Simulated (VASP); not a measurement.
Ti5W: single point with PBE

Ti5W:

```
Ti W
1.0
     2.74183    0.00000    0.00000
     0.00000    2.74183    0.00000
     0.00000    0.00000   13.47066
Ti W
5 1
Direct
  0.00000 0.00000 0.66501
  0.50000 0.50000 0.83087
  0.50000 0.50000 0.16913
  0.00000 0.00000 0.33499
  0.50000 0.50000 0.50000
  0.00000 0.00000 0.00000
```

```yaml
Program: VASP 6.6.1
Task: single point
Functional: PBE
Potentials_or_basis: VASP PAW PBE potentials, release 64 (Ti_sv, W_sv)
Cutoff: 520 eV
k_mesh: 6 × 6 × 2
Occupations: gaussian, width 0.1 eV
Spin: collinear spin
Starting_moments: "[1.0, 1.0, 1.0, 1.0, 1.0, 0.0] μB"
```

```
Pressure                                              : 0.1 GPa
Largest force                                         : 0.012 eV/Å
Band gap on the k mesh                                : zero (filled and empty bands overlap)
Net moment                                            : 0.00 μB per cell
Valence electrons inside the program's atomic spheres : Ti 10.30, 10.27 (each value once); W 11.96
```

Forces in eV/Å, atoms in the order of the input:
```
Ti   0.000  0.000 -0.008
Ti   0.000  0.000 -0.012
Ti   0.000  0.000  0.012
Ti   0.000  0.000  0.008
Ti   0.000  0.000  0.000
W    0.000  0.000  0.000
```

Levels at points of the mesh, in eV from the Fermi level:
Spin up:
```csv
k point,band 34,band 35,band 36,band 37,band 38,band 39,band 40,band 41
"(0.00, 0.00, 0.00)",-0.64,-0.34,-0.15,0.11,0.26,0.80,1.05,1.26
"(0.50, 0.00, 0.00)",-0.05,0.07,0.10,0.19,0.23,0.39,0.39,0.40
"(0.50, 0.50, 0.00)",-1.35,-1.01,-1.01,0.71,0.71,0.89,0.89,2.22
"(0.00, 0.00, 0.50)",-0.81,-0.21,-0.08,0.07,0.40,0.84,0.96,1.30
"(0.50, 0.00, 0.50)",-0.36,-0.32,0.00,0.04,0.09,0.23,0.24,0.81
"(0.50, 0.50, 0.50)",-1.53,-0.46,-0.46,-0.22,-0.22,1.89,2.02,2.12
```
Spin down:
| k point | band 33 | band 34 | band 35 | band 36 | band 37 | band 38 | band 39 | band 40 | band 41 | band 42 |
| --- | --- | --- | --- | --- | --- | --- | --- | --- | --- | --- |
| (0.00, 0.00, 0.00) | -1.20 | -0.64 | -0.34 | -0.15 | 0.11 | 0.26 | 0.80 | 1.05 | 1.26 | 1.26 |
| (0.50, 0.00, 0.00) | -0.82 | -0.05 | 0.06 | 0.10 | 0.19 | 0.23 | 0.39 | 0.39 | 0.40 | 0.41 |
| (0.50, 0.50, 0.00) | -1.35 | -1.35 | -1.01 | -1.01 | 0.71 | 0.71 | 0.89 | 0.89 | 2.22 | 2.35 |
| (0.00, 0.00, 0.50) | -1.08 | -0.81 | -0.21 | -0.08 | 0.07 | 0.40 | 0.84 | 0.96 | 1.30 | 1.30 |
| (0.50, 0.00, 0.50) | -0.39 | -0.36 | -0.32 | 0.00 | 0.04 | 0.09 | 0.23 | 0.24 | 0.81 | 0.82 |
| (0.50, 0.50, 0.50) | -1.53 | -1.53 | -0.46 | -0.46 | -0.22 | -0.22 | 1.89 | 2.02 | 2.12 | 2.12 |

Run time: 3.8 min on 1 thread of Intel(R) Xeon(R) 6975P-C (Granite Rapids), with other jobs on the host, peak memory 0.32 GiB.

Caveat: the k points lie up to 0.38 Å⁻¹ apart, too coarse for converged energies and pressures of a metal; spin-orbit coupling is left out, which moves the levels of the heavy elements.
